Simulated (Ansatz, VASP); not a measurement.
**Ag2Pt in VASP and in Ansatz**

File INCAR:

```
SYSTEM = Ag2Pt
PREC     = Accurate       ! precision mode
ENCUT    = 520            ! plane-wave cutoff, eV
EDIFF    = 1E-7           ! SCF threshold, eV
ISMEAR   = 0              ! smearing method
SIGMA    = 0.1            ! smearing width, eV
LREAL    = .False.        ! projectors in reciprocal space
LASPH    = .True.         ! aspherical terms in the spheres
NELM     = 100            ! most SCF steps
ALGO     = Normal         ! electronic algorithm
ISIF     = 2              ! what is computed and relaxed
LWAVE    = .False.        ! write WAVECAR
LCHARG   = .True.         ! write CHGCAR
GGA      = PE             ! functional
LELF     = .True.         ! ELF
LVHAR    = .True.       
NBANDS   = 23             ! bands
```

Contents of KPOINTS:

```
Automatic mesh
0
Gamma
  8 8 8
  0 0 0
```

The input POSCAR:

```
Ag2Pt
1.0
   -1.7476840629      1.7476840629      4.2872874669
    1.7476840629     -1.7476840629      4.2872874669
    1.7476840629      1.7476840629     -4.2872874669
Ag Pt
2 1
Direct
    0.6650000000      0.6650000000      0.0000000000
    0.3350000000      0.3350000000      0.0000000000
    0.0000000000      0.0000000000      0.0000000000
```

Input for Ansatz:

```yaml
crystal:
  lattice:
    - [-1.7476840629, 1.7476840629, 4.2872874669]
    - [1.7476840629, -1.7476840629, 4.2872874669]
    - [1.7476840629, 1.7476840629, -4.2872874669]
  atoms:
    - { symbol: Ag, position: [0.665, 0.665, 0.0] }
    - { symbol: Ag, position: [0.335, 0.335, 0.0] }
    - { symbol: Pt, position: [0.0, 0.0, 0.0] }
basis:
  ecutwfc: 420
kpoints:
  mp_grid: { grid: [8, 8, 8] }
hamiltonian:
  xc: pbe
scf:
  occupations: { method: gaussian, width: 0.1 }
  lower_state_search: "off"
output:
  forces: true
  stress: true
  eigenvalues: true
```

Alike in both runs: task single point; functional PBE; k mesh 8 × 8 × 8; occupations gaussian, width 0.1 eV; no spin polarisation.

|  | VASP | Ansatz |
| --- | --- | --- |
| version | VASP 6.6.1 | Ansatz 0.2.0 |
| potentials or method | VASP PAW PBE potentials, release 64 (Ag, Pt), cutoff 520 eV | scalar-relativistic, plane waves, PAW |
| valence electrons in the cell | 32 | 56 |

|  | VASP | Ansatz | Ansatz less VASP |
| --- | --- | --- | --- |
| gap on the k mesh at the Fermi level (eV) | none | none | - |
| pressure (GPa) | -2.2 | -2.1 | +0.15 |
| traceless stress, the component that is largest in VASP (GPa) | 2.47 | 2.49 | +0.013 |
| rms of the force components (eV/Å) | 0.010 | 0.009 | -0.0012 |

Atom by atom the forces differ by 0.001 eV/Å (rms over components). A gap of «none» marks a metal or a gap that the smearing closes. VASP's potentials hold 32 valence electrons a cell and Ansatz's 56, so a difference there can come from the potentials and not from the codes.

Spin-orbit coupling is off throughout.
